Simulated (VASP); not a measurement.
TiAl:

```xyz
4
Lattice="3.6502 0.0000 0.0000 -1.8251 3.1612 0.0000 0.0000 0.0000 5.8457" Properties=species:S:1:pos:R:3 pbc="T T T"
Ti    0.0000    2.1074    0.0000
Ti    1.8251    1.0537    2.9228
Al    0.0000    2.1074    2.2336
Al    1.8251    1.0537    5.1565
```

```yaml
Program: VASP 6.6.1
Task: relaxation of cell and atoms
Functional: PBE
Potentials_or_basis: VASP PAW PBE potentials, release 64 (Ti_sv, Al)
Cutoff: 600 eV
k_mesh: 6 × 6 × 4
Occupations: gaussian, width 0.1 eV
Spin: no spin polarisation
```

At the start: pressure 40.2 GPa; volume 16.86 Å³/atom.

**Question.** Where does the relaxation end?

**Answer.** Over 32 steps the energy falls by 1488.2 meV/atom and the volume is 23.83 Å³/atom (+41.3 %); space group P6_3mc (No. 186, to 0.1 Å) before, P6_3/mmc (No. 194, to 0.1 Å).

The path:
```csv
step,energy change (eV),largest force (eV/Å),pressure (GPa),volume (Å³)
1,0.0000,0.5816,40.22,67.45
2,-3.5446,0.2525,-3.43,117.73
3,-3.6516,0.3239,0.17,106.10
4,-3.6539,0.3140,-0.37,107.64
5,-3.7840,0.6992,-0.71,107.40
6,-4.2534,2.0460,-1.08,105.86
7,-3.5236,5.8400,6.53,98.94
8,-4.3037,3.3439,-0.03,104.37
9,-4.2938,4.2405,1.19,102.85
10,-4.3152,3.9835,0.76,103.32
11,-4.3238,3.9961,0.77,103.31
12,-4.3480,4.0341,0.76,103.28
13,-4.3886,4.1045,0.83,103.21
14,-4.4324,4.2241,1.10,103.01
15,-4.3263,4.3283,2.37,102.38
16,-4.4118,4.3078,1.35,102.89
17,-4.4860,4.1606,1.15,102.93
18,-4.6914,3.7327,0.58,103.03
19,-5.0269,2.9217,-0.32,103.22
20,-5.3990,1.3437,-1.25,103.58
21,-5.4295,0.6447,-1.26,103.72
22,-5.5382,0.6358,-1.64,103.41
23,-5.7697,0.5963,-2.46,102.41
24,-5.8241,0.4760,-2.68,100.05
25,-5.8642,0.5316,-2.80,101.06
26,-5.8957,0.4594,-2.21,99.67
27,-5.9462,0.2182,-0.16,95.57
28,-5.9478,0.1570,0.36,94.65
29,-5.9508,0.1033,0.30,94.85
30,-5.9526,0.0234,0.18,95.13
31,-5.9527,0.0128,0.15,95.17
32,-5.9529,0.0033,0.06,95.33
```

Final structure:
```
Ti Al
1.0
     4.61332    0.00000    0.00000
    -2.30666    3.99525    0.00000
     0.00000    0.00000    5.17238
Ti Al
2 2
Direct
  0.33333 0.66667 0.94108
  0.66667 0.33333 0.44108
  0.33333 0.66667 0.44102
  0.66667 0.33333 0.94102
```

Caveat: the volume moved by over 15 % at a fixed basis, so the end points are rough.
